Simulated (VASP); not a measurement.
# HfN (I4/mmm) in VASP: single point with PBEsol

Aim: the single point of HfN with PBEsol.

Everything below comes from runs of VASP 6.6.1. Logs are shortened: lines on timing, memory, paths and dates and some standing lists are left out, and cuts for length are marked.

## Step 1: The cell of the first run

It takes space group I4/mmm (No. 139, tetragonal). The conventional cell has a = 3.143 Å, b = 3.143 Å, c = 4.667 Å, α = 90.00°, β = 90.00°, γ = 90.00°. Within 2.9 Å of Hf (site symmetry 4/mmm) lie 6 N at 2.22 to 2.33 Å. Within 2.9 Å of N (site symmetry 4/mmm) lie 6 Hf at 2.22 to 2.33 Å.

## Step 2: Single point, PBEsol

INCAR

```
  PREC = Accurate
  ENCUT = 520
  EDIFF = 1E-7
  ISMEAR = 0
  SIGMA = 0.15
  LREAL = False
  LASPH = True
  NELM = 60
  ALGO = Normal
  ISIF = 2
  LWAVE = False
  LCHARG = True
  GGA = PS
  LELF = True
  LVHAR = True
  NBANDS = 14
```

KPOINTS

```
regular mesh
0
Gamma
  20 20 20
```

POSCAR

```
HfN
1.0
    0.0000000000      2.2225581436      2.3336860508
    2.2225581436      0.0000000000      2.3336860508
    2.2225581436      2.2225581436      0.0000000000
Hf N
1 1
Direct
    0.0000000000      0.0000000000      0.0000000000
    0.5000000000      0.5000000000      0.5000000000
```

Potentials or basis: VASP PAW PBE potentials, release 64 (Hf_pv, N).

Command:

```bash
$ cat potpaw_PBE.64/Hf_pv/POTCAR potpaw_PBE.64/N/POTCAR > POTCAR
$ mpirun -np 1 vasp_std > vasp.out
```

OUTCAR:

```text
PREC = Accurate
   ENCUT = 520
   EDIFF = 1E-7
   ISMEAR = 0
   LREAL = False
   LASPH = True
   NELM = 60
   ISIF = 2
   GGA = PS

 ion  position               nearest neighbor table
   1  0.000  0.000  0.000-   2 2.22   2 2.22   2 2.22   2 2.22   2 2.33   2 2.33
   2  0.500  0.500  0.500-   1 2.22   1 2.22   1 2.22   1 2.22   1 2.33   1 2.33

  LATTYP: Found a body centered tetragonal cell.
 ALAT       =     3.1431718698
 C/A-ratio  =     1.4849242405

  Lattice vectors:

 A1 = (  -2.2225581436,   0.0000000000,   2.3336860508)
 A2 = (   2.2225581436,   0.0000000000,   2.3336860508)
 A3 = (   0.0000000000,   2.2225581436,  -2.3336860508)

Analysis of symmetry for initial positions (statically):
=====================================================================
 Subroutine PRICEL returns:
 Original cell was already a primitive cell.

 Routine SETGRP: Setting up the symmetry group for a
 body centered tetragonal supercell.

 Subroutine GETGRP returns: Found 16 space group operations
 (whereof 16 operations were pure point group operations)
 out of a pool of 16 trial point group operations.

The static configuration has the point symmetry D_4h.

Analysis of symmetry for dynamics (positions and initial velocities):
=====================================================================
 Subroutine PRICEL returns:
 Original cell was already a primitive cell.

 Routine SETGRP: Setting up the symmetry group for a
 body centered tetragonal supercell.

 Subroutine GETGRP returns: Found 16 space group operations
 (whereof 16 operations were pure point group operations)
 out of a pool of 16 trial point group operations.

The dynamic configuration has the point symmetry D_4h.

 Subroutine INISYM returns: Found 16 space group operations
 (whereof 16 operations are pure point group operations),
 and found     1 'primitive' translations

----------------------------------------------------------------------------------------

                                     Primitive cell

  volume of cell :      23.0557

  direct lattice vectors                    reciprocal lattice vectors
     0.000000000  2.222558144  2.333686051    -0.224965993  0.224965993  0.214253327
     2.222558144  0.000000000  2.333686051     0.224965993 -0.224965993  0.214253327
     2.222558144  2.222558144  0.000000000     0.224965993  0.224965993 -0.214253327

  length of vectors
     3.222709308  3.222709308  3.143171870     0.383567314  0.383567314  0.383567314

  position of ions in fractional coordinates (direct lattice)
     0.000000000  0.000000000  0.000000000
     0.500000000  0.500000000  0.500000000

  ion indices of the primitive-cell ions
   primitive index   ion index
                 1           1
                 2           2

----------------------------------------------------------------------------------------

 KPOINTS: regular mesh

Automatic generation of k-mesh.
 Grid dimensions read from file:
 generate k-points for:   20   20   20

 Generating k-lattice:

  Cartesian coordinates                     Fractional coordinates (reciprocal lattice)
    -0.011248300  0.011248300  0.010712666     0.050000000 -0.000000000  0.000000000
     0.011248300 -0.011248300  0.010712666    -0.000000000  0.050000000  0.000000000
     0.011248300  0.011248300 -0.010712666     0.000000000  0.000000000  0.050000000

  Length of vectors
     0.019178366  0.019178366  0.019178366

  Shift w.r.t. Gamma in fractional coordinates (k-lattice)
     0.000000000  0.000000000  0.000000000

 Subroutine IBZKPT returns following result:
 ===========================================

 Found    641 irreducible k-points:

 Following reciprocal coordinates:
            Coordinates               Weight
  0.000000  0.000000  0.000000      1.000000
  0.050000  0.000000  0.000000      8.000000
  0.100000 -0.000000  0.000000      8.000000
  0.150000  0.000000  0.000000      8.000000
  0.200000 -0.000000  0.000000      8.000000
  0.250000  0.000000  0.000000      8.000000
[... 16 lines left out ...]
 -0.400000  0.050000  0.000000      8.000000
 -0.350000  0.050000  0.000000      8.000000
 [... further k-points ...]
   k-points           NKPTS =    641   k-points in BZ     NKDIM =    641   number of bands    NBANDS=     14
   number of dos      NEDOS =    301   number of ions     NIONS =      2
   total plane-waves  NPLWV =  13824
   dimension x,y,z NGX =    24 NGY =   24 NGZ =   24
   dimension x,y,z NGXF=    48 NGYF=   48 NGZF=   48
   ions per type =               1   1
   NGX,Y,Z   is equivalent  to a cutoff of  12.38, 12.38, 12.69 a.u.
   NGXF,Y,Z  is equivalent  to a cutoff of  24.76, 24.76, 25.39 a.u.
 SYSTEM =  unknown system
   PREC   = accura    normal or accurate (medium, high low for compatibility)
   ISTART =      0    job   : 0-new  1-cont  2-samecut
   ICHARG =      2    charge: 1-file 2-atom 10-const
   ISPIN  =      1    spin polarized calculation?
   LNONCOLLINEAR =      F non collinear calculations
   LSORBIT =      F    spin-orbit coupling
   LASPH  =      T    aspherical Exc in radial PAW
   ENCUT  =  520.0 eV  38.22 Ry    6.18 a.u.   5.99  5.99  5.84*2*pi/ulx,y,z
   NELM   =     60;   NELMIN=  2; NELMDL= -5     # of ELM steps
   EDIFF  = 0.1E-06   stopping-criterion for ELM
   LREAL  =      F    real-space projection
   EDIFFG = 0.1E-05   stopping-criterion for IOM
   NSW    =      0    number of steps for IOM
   IBRION =     -1    ionic relax: 0-MD 1-quasi-New 2-CG
   NFREE  =      0    steps in history (QN), initial steepest desc. (CG)
   ISIF   =      2    stress and relaxation
   ISYM   =      2    0-nonsym 1-usesym 2-fastsym
   POTIM  = 0.5000    time-step for ionic-motion
   TEBEG  =    0.0;   TEEND  =   0.0 temperature during run
   PSTRESS=    0.0 pullay stress
   NELECT =      15.0000    total number of electrons
   NUPDOWN=      -1.0000    fix difference up-down
   EMIN   =  10.00;   EMAX   =-10.00  energy-range for DOS
   EFERMI =   0.00;   METHOD = LEGACY
   ISMEAR =     0;   SIGMA  =   0.15  broadening in eV -4-tet -1-fermi 0-gaus
   EFERMI_NEDOS =   21; number of points for ismear=-14 and -15
   IALGO  =     38    algorithm
   IMIX   =      4    mixing-type and parameters
     AMIX     =   0.40;   BMIX     =  1.00
     AMIX_MAG =   1.60;   BMIX_MAG =  1.00
  volume/ion in A,a.u.               =      11.53        77.79
  Fermi-wavevector in a.u.,A,eV,Ry     =   1.418553  2.680677 27.378918  2.012294
  Thomas-Fermi vector in A             =   2.539667
   LORBIT       =      0    0 simple, 1 ext, 2 COOP (PROOUT), +10 PAW based schemes
   GGA     = PS    functional components
   LHFCALC =     F    Hartree Fock is set to
   AEXX    =    0.0000 exact exchange contribution
   IVDW    =     0    specifies the selected vdW correction
   LEPSILON=     F    determine dielectric tensor
   LRPA    =     F    only Hartree local field effects (RPA)
 non-spin polarized calculation
 Gauss-broadening in eV      SIGMA  =   0.15
  energy-cutoff  :      520.00
  volume of cell :       23.06
 maximum number of plane-waves:       636
   NGX = 11   NGY = 11   NGZ = 11

 number of electron      15.0000001 magnetization

 Free energy of the ion-electron system (eV)
  ---------------------------------------------------
  ext. energy  EPLUGINS =         0.00000000
  ---------------------------------------------------
  free energy    TOTEN  =       -22.93665684 eV

  energy without entropy =      -22.93009318  energy(sigma->0) =      -22.93337501

 E-fermi :   8.2122     XC(G=0): -12.8893

 val. band max:        8.2017245347   @ k =   0.5000   0.3000   0.1500
 cond. band min:       8.2141788949   @ k =  -0.1500   0.1500   0.0500
 fundamental gap:      0.0124543603
 Fermi energy:         8.2122244073

 k-point     1 :       0.0000    0.0000    0.0000
  band No.  band energies     occupation
      1     -22.8925      2.00000
      2     -22.8326      2.00000
      3     -22.8326      2.00000
      4      -9.2481      2.00000
      5       5.0677      2.00000
      6       5.2929      2.00000
      7       5.2929      2.00000
      8       7.4719      2.00000
      9       8.0301      1.91396
     10       8.0301      1.91396
     11       9.0169      0.00000
     12      10.5090      0.00000
     13      10.8250      0.00000
     14      17.7631      0.00000

 k-point     2 :       0.0500    0.0000    0.0000
  band No.  band energies     occupation
      1     -22.9039      2.00000
      2     -22.8507      2.00000
      3     -22.8339      2.00000
      4      -9.1886      2.00000
      5       4.8521      2.00000
      6       5.0686      2.00000
      7       5.1357      2.00000
      8       7.5866      2.00000
      9       8.0973      1.72148
     10       8.1084      1.67222
     11       9.2225      0.00000
     12      10.7176      0.00000
     13      11.0084      0.00000
     14      17.9627      0.00000

 k-point     3 :       0.1000   -0.0000    0.0000
  band No.  band energies     occupation
      1     -22.9610      2.00000
      2     -22.8785      2.00000
      3     -22.8377      2.00000
      4      -9.0150      2.00000
      5       4.2465      2.00000
      6       4.6132      2.00000
      7       4.7396      2.00000
      8       7.8547      1.99925
      9       8.2399      0.79397
     10       8.3241      0.29149
     11       9.7754      0.00000
     12      11.2828      0.00000
     13      11.5074      0.00000
     14      18.5328      0.00000

 k-point     4 :       0.1500    0.0000    0.0000
  band No.  band energies     occupation
      1     -23.0716      2.00000
      2     -22.8975      2.00000
      3     -22.8435      2.00000
      4      -8.7412      2.00000
      5       3.4440      2.00000
      6       4.1006      2.00000
      7       4.2356      2.00000
      8       8.1614      1.36815
      9       8.4840      0.01038
     10       8.6523      0.00003
     11      10.5275      0.00000
     12      12.0848      0.00000
     13      12.2092      0.00000
     14      19.3878      0.00000

 k-point     5 :       0.2000   -0.0000    0.0000
  band No.  band energies     occupation
      1     -23.2120      2.00000
      2     -22.9162      2.00000
      3     -22.8509      2.00000
      4      -8.3882      2.00000
      5       2.5915      2.00000
      6       3.5916      2.00000
      7       3.7157      2.00000
      8       8.4380      0.03328
      9       8.9208      0.00000
     10       9.0794      0.00000
     11      11.3595      0.00000
[... 276 lines left out ...]
 k-point    22 :      -0.4500    0.0500    0.0000
  band No.  band energies     occupation
      1     -23.8102      2.00000
      2     -23.0131      2.00000
      3     -22.8850      2.00000
      4      -6.5008      2.00000
      5      -0.6014      2.00000
      6       2.0301      2.00000
      7       2.0447      2.00000
      8      11.1417      0.00000
      9      11.6524      0.00000
     10      11.9456      0.00000
     11      13.0836      0.00000
     12      16.0865      0.00000
     13      17.6656      0.00000
     14      20.1937      0.00000

 k-point    23 :      -0.4000    0.0500    0.0000
  band No.  band energies     occupation
      1     -23.7649      2.00000
      2     -23.0103      2.00000
      3     -22.8775      2.00000
      4      -6.6714      2.00000
      5      -0.3509      2.00000
      6       2.1147      2.00000
      7       2.1576      2.00000
      8      10.4714      0.00000
      9      11.2553      0.00000
     10      11.9956      0.00000
     11      13.1811      0.00000
     12      15.6614      0.00000
     13      17.3424      0.00000
     14      20.2889      0.00000

 k-point    24 :      -0.3500    0.0500    0.0000
  band No.  band energies     occupation
      1     -23.6810      2.00000
      2     -23.0016      2.00000
      3     -22.8685      2.00000
      4      -6.9722      2.00000
      5       0.0999      2.00000
      6       2.2835      2.00000
      7       2.3769      2.00000
      8       9.8250      0.00000
      9      10.7192      0.00000
     10      11.5707      0.00000
     11      13.0453      0.00000
     12      15.2809      0.00000
     13      16.7000      0.00000
     14      20.3635      0.00000

 [... further k-points ...]
[... 5 lines left out ...]
  --------------------------------------------------------------------------------------
  -------------------------------------------------------------------------------------
  Total        0.5379192      0.5379192     -2.6648389      0.0000000     -0.0000000      0.0000000
  in kB       37.3808296     37.3808296   -185.1837393      0.0000000     -0.0000000      0.0000000
  external PRESSURE =     -36.8073600 kB  Pullay stress =       0.0000000 kB

 VOLUME and BASIS-vectors are now :
 -----------------------------------------------------------------------------
  energy-cutoff  :      520.00
  volume of cell :       23.06
      direct lattice vectors                 reciprocal lattice vectors
     0.000000000  2.222558144  2.333686051    -0.224965993  0.224965993  0.214253327
     2.222558144  0.000000000  2.333686051     0.224965993 -0.224965993  0.214253327
     2.222558144  2.222558144  0.000000000     0.224965993  0.224965993 -0.214253327

 POSITION                                       TOTAL-FORCE (eV/Angst)
 -----------------------------------------------------------------------------------
      0.00000      0.00000      0.00000        -0.000000      0.000000     -0.000000
      2.22256      2.22256      2.33369         0.000000     -0.000000      0.000000
 -----------------------------------------------------------------------------------
    total drift:                                0.000000     -0.000000     -0.000000

  FREE ENERGIE OF THE ION-ELECTRON SYSTEM (eV)
  ---------------------------------------------------
  free  energy   TOTEN  =       -22.9366568423 eV

  energy  without entropy=      -22.9300931841  energy(sigma->0) =      -22.93337501
```

Run time: 1.7 min. Hardware: 1 thread of Intel Xeon Platinum 8259CL at 2.50GHz (Skylake/Cascade Lake), shared host; peak memory 0.32 GiB.

Results:

```
Free energy : -22.9367 eV
Pressure    : -3.7 GPa
```

Stress tensor (GPa, compression positive):
```
  3.74   0.00   0.00
  0.00   3.74   0.00
  0.00   0.00 -18.52
```

Caveat: the PAW data sets were made with another functional, which shifts forces and pressure a little; spin-orbit coupling is left out, which moves the levels of the heavy elements.
